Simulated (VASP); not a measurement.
# CuO (Cc) in VASP: further runs

The runs below take CuO through single point, with PBE.

Program: VASP 6.6.1. These are calculated values, not measurements. Logs are shortened: lines on timing, memory, paths and dates and some standing lists are left out, and cuts for length are marked.

## Step 1: The cell of the first run

The structure is monoclinic, space group Cc (No. 9). The conventional cell has a = 4.689 Å, b = 3.427 Å, c = 5.132 Å, α = 90.00°, β = 99.65°, γ = 90.00°. Cu (site symmetry 1) has 4 O at 1.91 to 2.02 Å within 2.5 Å. Within 2.5 Å of O (site symmetry 1) lie 4 Cu at 1.91 to 2.02 Å.

## Step 2: Single point, PBE, collinear spin

INCAR reads:

```
SYSTEM = CuO
PREC = Accurate
ENCUT = 820
EDIFF = 1E-6
ISMEAR = -1
SIGMA = 0.03
LREAL = .False.
LASPH = .True.
NELM = 200
ALGO = Normal
ISIF = 2
LWAVE = .False.
LCHARG = .True.
ISPIN = 2
MAGMOM = 0.6 0.6 0 0
LORBIT = 11
NUPDOWN = 1.2
LMAXMIX = 4
GGA = PE
LELF = .True.
LVHAR = .True.
NBANDS = 37
GGA_COMPAT = .False.
```

KPOINTS reads:

```
regular mesh
0
Gamma
  7 7 4
  0 0 0
```

POSCAR reads:

```
CuO
1.0
    2.3446500000     -1.7134000000      0.0000000000
    2.3446500000      1.7134000000      0.0000000000
   -0.8605500000      0.0000000000      5.0594400000
Cu O
2 2
Direct
    0.0032000000      0.4968000000      0.0000000000
    0.4968000000      0.0032000000      0.5000000000
    0.5714000000      0.4056000000      0.2537000000
    0.4056000000      0.5714000000      0.7537000000
```

Potentials or basis: VASP PAW PBE potentials, release 64 (Cu_sv_GW, O).

On the command line:

```console
cat potpaw_PBE.64/Cu_sv_GW/POTCAR potpaw_PBE.64/O/POTCAR > POTCAR
mpirun -np 1 vasp_std > vasp.out
```

OUTCAR:

```text
SYSTEM = CuO
   PREC = Accurate
   ENCUT = 820
   EDIFF = 1E-6
   ISMEAR = -1
   LREAL = .False.
   LASPH = .True.
   NELM = 200
   ISIF = 2
   ISPIN = 2
   LORBIT = 11
   NUPDOWN = 1.2
   GGA = PE

 ion  position               nearest neighbor table
   1  0.003  0.497  0.000-   4 1.91   3 1.93   4 1.98   3 2.02
   2  0.497  0.003  0.500-   3 1.91   4 1.93   3 1.98   4 2.02
   3  0.571  0.406  0.254-   2 1.91   1 1.93   2 1.98   1 2.02
   4  0.406  0.571  0.754-   1 1.91   2 1.93   1 1.98   2 2.02

  LATTYP: Found a base centered monoclinic cell.
 ALAT       =     4.6893000000
 B/A-ratio  =     0.7307700510
 C/A-ratio  =     1.0944283424
 COS(beta)  =    -0.1676798048

  Lattice vectors:

 A1 = (   2.3446500000,  -1.7134000000,   0.0000000000)
 A2 = (   2.3446500000,   1.7134000000,   0.0000000000)
 A3 = (  -0.8605500000,   0.0000000000,   5.0594400000)

Analysis of symmetry for initial positions (statically):
=====================================================================
 Subroutine PRICEL returns:
 Original cell was already a primitive cell.

 Routine SETGRP: Setting up the symmetry group for a
 base centered monoclinic supercell.

 Subroutine GETGRP returns: Found  2 space group operations
 (whereof  1 operations were pure point group operations)
 out of a pool of  4 trial point group operations.

The static configuration has the point symmetry C_1 .
 The point group associated with its full space group is C_1h.

Analysis of symmetry for dynamics (positions and initial velocities):
=====================================================================
 Subroutine PRICEL returns:
 Original cell was already a primitive cell.

 Routine SETGRP: Setting up the symmetry group for a
 base centered monoclinic supercell.

 Subroutine GETGRP returns: Found  2 space group operations
 (whereof  1 operations were pure point group operations)
 out of a pool of  4 trial point group operations.

The dynamic configuration has the point symmetry C_1 .
 The point group associated with its full space group is C_1h.

Analysis of structural, dynamic, and magnetic symmetry:
=====================================================================
 Subroutine PRICEL returns:
 Original cell was already a primitive cell.

 Routine SETGRP: Setting up the symmetry group for a
 base centered monoclinic supercell.

 Subroutine GETGRP returns: Found  2 space group operations
[... 133 lines left out ...]
   GGA     = PE    functional components
   LHFCALC =     F    Hartree Fock is set to
   AEXX    =    0.0000 exact exchange contribution
   IVDW    =     0    specifies the selected vdW correction
   LEPSILON=     F    determine dielectric tensor
   LRPA    =     F    only Hartree local field effects (RPA)
 spin polarized calculation
  energy-cutoff  :      820.00
  volume of cell :       40.65
 maximum number of plane-waves:      2180
   NGX = 13   NGY = 13   NGZ = 23

 number of electron      49.9999991 magnetization       1.2000000

 Free energy of the ion-electron system (eV)
  ---------------------------------------------------
  ext. energy  EPLUGINS =         0.00000000
  ---------------------------------------------------
  free energy    TOTEN  =       -19.55178388 eV

  energy without entropy =      -19.54463374  energy(sigma->0) =      -19.54820881

 E-fermi :   5.5320     XC(G=0): -12.2682

 val. band max:        5.8178832396   @ k =  -0.1429   0.0000   0.2500
 cond. band min:       5.5473837255   @ k =   0.2857   0.1429   0.2500
 fundamental gap:     -0.2704995140
 Fermi energy:         5.8210053435

 spin component 1

 k-point     1 :       0.0000    0.0000    0.0000
  band No.  band energies     occupation
      1    -107.2305      1.00000
      2    -107.2300      1.00000
      3     -64.8341      1.00000
      4     -64.8329      1.00000
      5     -64.7816      1.00000
      6     -64.7744      1.00000
[... 949 lines left out ...]
     36      23.9539      0.00000
     37      25.7918      0.00000

 [... further k-points ...]

 spin component 2

 k-point     1 :       0.0000    0.0000    0.0000
  band No.  band energies     occupation
      1    -106.7270      1.00000
      2    -106.7265      1.00000
      3     -64.1996      1.00000
      4     -64.1996      1.00000
      5     -64.1751      1.00000
      6     -64.1665      1.00000
[... 949 lines left out ...]
     36      24.0006      0.00000
     37      25.9086      0.00000

 [... further k-points ...]

------------------------ aborting loop because EDIFF is reached ----------------------------------------

  FORCE on cell =-STRESS in cart. coord.  units (eV):
  Direction    XX          YY          ZZ          XY          YZ          ZX
  --------------------------------------------------------------------------------------
  -------------------------------------------------------------------------------------
  Total        1.2084190      1.6678414      1.4043939      0.0000000      0.0000000     -0.1655366
  in kB       47.6276222     65.7349137     55.3516153      0.0000000      0.0000000     -6.5243215
  external PRESSURE =      56.2380504 kB  Pullay stress =       0.0000000 kB

 VOLUME and BASIS-vectors are now :
 -----------------------------------------------------------------------------
  energy-cutoff  :      820.00
  volume of cell :       40.65
      direct lattice vectors                 reciprocal lattice vectors
     2.344650000 -1.713400000  0.000000000     0.213251445 -0.291817439  0.036271510
     2.344650000  1.713400000  0.000000000     0.213251445  0.291817439  0.036271510
    -0.860550000  0.000000000  5.059440000     0.000000000  0.000000000  0.197650333

 POSITION                                       TOTAL-FORCE (eV/Angst)
 -----------------------------------------------------------------------------------
      1.17233      0.84573      0.00000        -0.681019      0.321958      0.266029
      0.74205     -0.84573      2.52972        -0.681019     -0.321958      0.266029
      2.07240     -0.28408      1.28358         0.681019      0.242943     -0.266029
      1.64213      0.28408      3.81330         0.681019     -0.242943     -0.266029
 -----------------------------------------------------------------------------------
    total drift:                                0.001474      0.000000     -0.000626

  FREE ENERGIE OF THE ION-ELECTRON SYSTEM (eV)
  ---------------------------------------------------
  free  energy   TOTEN  =       -19.5517838817 eV

  energy  without entropy=      -19.5446337424  energy(sigma->0) =      -19.54820881

 total charge

# of ion       s       p       d       f       tot
--------------------------------------------------
    1        2.242   6.365   8.851   0.013  17.471
    2        2.242   6.365   8.851   0.013  17.471
    3        1.568   3.402   0.000   0.000   4.969
    4        1.568   3.402   0.000   0.000   4.969
--------------------------------------------------
tot          7.620  19.532  17.702   0.026  44.880

 magnetization (x)

# of ion       s       p       d       f       tot
--------------------------------------------------
    1       -0.001   0.003   0.380   0.000   0.382
    2       -0.001   0.003   0.380   0.000   0.382
    3        0.011   0.189   0.000   0.000   0.200
    4        0.011   0.189   0.000   0.000   0.200
--------------------------------------------------
tot          0.020   0.384   0.759   0.001   1.164
```

Run time: 3.3 min. Hardware: 1 thread of Intel Xeon 6975P-C (Granite Rapids), shared host; peak memory 0.4 GiB.

What came out:

```
Free energy                                           : -19.5518 eV
Pressure                                              : 5.6 GPa
Largest force                                         : 0.799 eV/Å
Net moment                                            : 1.20 μB per cell
Site moments                                          : Cu +0.38; O +0.20 μB
Valence electrons inside the program's atomic spheres : Cu 17.47; O 4.97
```

Forces on the atoms (eV/Å):
```
Cu  -0.681  0.322  0.266
Cu  -0.681 -0.322  0.266
O    0.681  0.243 -0.266
O    0.681 -0.243 -0.266
```

Caveat: the cell stands under pressure; the total moment is fixed, so each spin has its own Fermi level and the state may be an excited one.

## Step 3: Single point, PBE, collinear spin

INCAR reads:

```
SYSTEM = CuO
PREC = Accurate ; ENCUT = 820
EDIFF = 1E-6 ; ISMEAR = -1
SIGMA = 0.03 ; LREAL = .False.
LASPH = .True. ; NELM = 200
ALGO = Normal ; ISIF = 2
LWAVE = .False. ; LCHARG = .False.
ISPIN = 2 ; MAGMOM = 0.525 0.525 0 0
LORBIT = 11 ; NUPDOWN = 1.05
LMAXMIX = 4 ; GGA = PE
NBANDS = 37 ; GGA_COMPAT = .False.
```

KPOINTS is that of step 2.

POSCAR is that of step 2.

Potentials or basis: VASP PAW PBE potentials, release 64 (Cu_sv_GW, O).

On the command line:

```console
cat potpaw_PBE.64/Cu_sv_GW/POTCAR potpaw_PBE.64/O/POTCAR > POTCAR
mpirun -np 1 vasp_std > vasp.out
```

OUTCAR:

```text
SYSTEM = CuO
   PREC = Accurate
   ENCUT = 820
   EDIFF = 1E-6
   ISMEAR = -1
   LREAL = .False.
   LASPH = .True.
   NELM = 200
   ISIF = 2
   ISPIN = 2
   LORBIT = 11
   NUPDOWN = 1.05
   GGA = PE

 ion  position               nearest neighbor table
   1  0.003  0.497  0.000-   4 1.91   3 1.93   4 1.98   3 2.02
   2  0.497  0.003  0.500-   3 1.91   4 1.93   3 1.98   4 2.02
   3  0.571  0.406  0.254-   2 1.91   1 1.93   2 1.98   1 2.02
   4  0.406  0.571  0.754-   1 1.91   2 1.93   1 1.98   2 2.02

  LATTYP: Found a base centered monoclinic cell.
 ALAT       =     4.6893000000
 B/A-ratio  =     0.7307700510
 C/A-ratio  =     1.0944283424
 COS(beta)  =    -0.1676798048

  Lattice vectors:

 A1 = (   2.3446500000,  -1.7134000000,   0.0000000000)
 A2 = (   2.3446500000,   1.7134000000,   0.0000000000)
 A3 = (  -0.8605500000,   0.0000000000,   5.0594400000)

Analysis of symmetry for initial positions (statically):
[... 2129 lines left out ...]

  FORCE on cell =-STRESS in cart. coord.  units (eV):
  Direction    XX          YY          ZZ          XY          YZ          ZX
  --------------------------------------------------------------------------------------
  -------------------------------------------------------------------------------------
  Total        1.2043038      1.6387804      1.3541389      0.0000000      0.0000000     -0.1958343
  in kB       47.4654282     64.5895289     53.3709030      0.0000000      0.0000000     -7.7184493
  external PRESSURE =      55.1419533 kB  Pullay stress =       0.0000000 kB

 VOLUME and BASIS-vectors are now :
 -----------------------------------------------------------------------------
  energy-cutoff  :      820.00
  volume of cell :       40.65
      direct lattice vectors                 reciprocal lattice vectors
     2.344650000 -1.713400000  0.000000000     0.213251445 -0.291817439  0.036271510
     2.344650000  1.713400000  0.000000000     0.213251445  0.291817439  0.036271510
    -0.860550000  0.000000000  5.059440000     0.000000000  0.000000000  0.197650333

 POSITION                                       TOTAL-FORCE (eV/Angst)
 -----------------------------------------------------------------------------------
      1.17233      0.84573      0.00000        -0.674392      0.326619      0.263144
      0.74205     -0.84573      2.52972        -0.674392     -0.326619      0.263144
      2.07240     -0.28408      1.28358         0.674392      0.252672     -0.263144
      1.64213      0.28408      3.81330         0.674392     -0.252672     -0.263144
 -----------------------------------------------------------------------------------
    total drift:                                0.000674      0.000000     -0.000178

  FREE ENERGIE OF THE ION-ELECTRON SYSTEM (eV)
  ---------------------------------------------------
  free  energy   TOTEN  =       -19.5716878816 eV

  energy  without entropy=      -19.5647033970  energy(sigma->0) =      -19.56819564

 total charge

# of ion       s       p       d       f       tot
--------------------------------------------------
    1        2.242   6.364   8.854   0.013  17.473
    2        2.242   6.364   8.854   0.013  17.473
    3        1.569   3.398   0.000   0.000   4.967
    4        1.569   3.398   0.000   0.000   4.967
--------------------------------------------------
tot          7.621  19.526  17.708   0.026  44.881

 magnetization (x)

# of ion       s       p       d       f       tot
--------------------------------------------------
    1       -0.001   0.003   0.333   0.000   0.335
    2       -0.001   0.003   0.333   0.000   0.335
    3        0.010   0.164   0.000   0.000   0.174
    4        0.010   0.164   0.000   0.000   0.174
--------------------------------------------------
tot          0.018   0.333   0.667   0.001   1.019
```

OSZICAR:

```text
N       E                     dE             d eps       ncg     rms          rms(c)
DAV:   1     0.105919254104E+04    0.10592E+04   -0.39325E+04 14250   0.526E+03
DAV:   2     0.852615677285E+02   -0.97393E+03   -0.92422E+03 15367   0.132E+03
DAV:   3    -0.205037299479E+02   -0.10577E+03   -0.10341E+03 17155   0.476E+02
DAV:   4    -0.255058043738E+02   -0.50021E+01   -0.49956E+01 15392   0.866E+01
DAV:   5    -0.256942988539E+02   -0.18849E+00   -0.18847E+00 15040   0.165E+01    0.177E+01
DAV:   6    -0.235481213712E+02    0.21462E+01   -0.33818E+01 15592   0.307E+02    0.166E+01
DAV:   7    -0.195212394176E+02    0.40269E+01   -0.12877E+01 14448   0.256E+02    0.393E+00
DAV:   8    -0.195969936367E+02   -0.75754E-01   -0.12071E+00 14854   0.126E+01    0.216E+00
DAV:   9    -0.195777439032E+02    0.19250E-01   -0.55689E-02 17664   0.152E+01    0.815E-01
DAV:  10    -0.195712537697E+02    0.64901E-02   -0.14003E-02 16155   0.776E+00    0.215E-01
DAV:  11    -0.195716829360E+02   -0.42917E-03   -0.20678E-03 16545   0.116E+00    0.793E-02
DAV:  12    -0.195716821097E+02    0.82628E-06   -0.19694E-04 16694   0.639E-01    0.449E-02
DAV:  13    -0.195716849383E+02   -0.28286E-05   -0.21964E-05 14499   0.331E-01    0.105E-02
DAV:  14    -0.195716871466E+02   -0.22082E-05   -0.67791E-06 10011   0.659E-02    0.599E-03
DAV:  15    -0.195716878816E+02   -0.73502E-06   -0.19182E-06  7232   0.602E-02
   1 F= -.19571688E+02 E0= -.19568196E+02  d E =-.698448E-02  mag=     1.0500
```

stdout:

```text
POSCAR found type information on POSCAR CuO
 POSCAR found :  2 types and       4 ions
 scaLAPACK will be used
 LDA part: xc-table for (Slater+PW92), standard interpolation
 POSCAR, INCAR and KPOINTS ok, starting setup
 FFT: planning ... GRIDC
 FFT: planning ... GRID_SOFT
 FFT: planning ... GRID
 WAVECAR not read
 entering main loop
```

It took 4.5 min on 1 thread of Intel Xeon Platinum 8488C (Sapphire Rapids), shared host; peak memory 0.41 GiB.

Results:

* Free energy: -19.5717 eV
* Pressure: 5.5 GPa
* Largest force: 0.794 eV/Å
* Net moment: 1.05 μB per cell
* Site moments: Cu +0.34; O +0.17 μB
* Valence electrons inside the program's atomic spheres: Cu 17.47; O 4.97

Forces in eV/Å, atoms in the order of the input:
```
Cu  -0.674  0.327  0.263
Cu  -0.674 -0.327  0.263
O    0.674  0.253 -0.263
O    0.674 -0.253 -0.263
```

Caveat: the cell stands under pressure; the total moment is fixed, so each spin has its own Fermi level and the state may be an excited one.
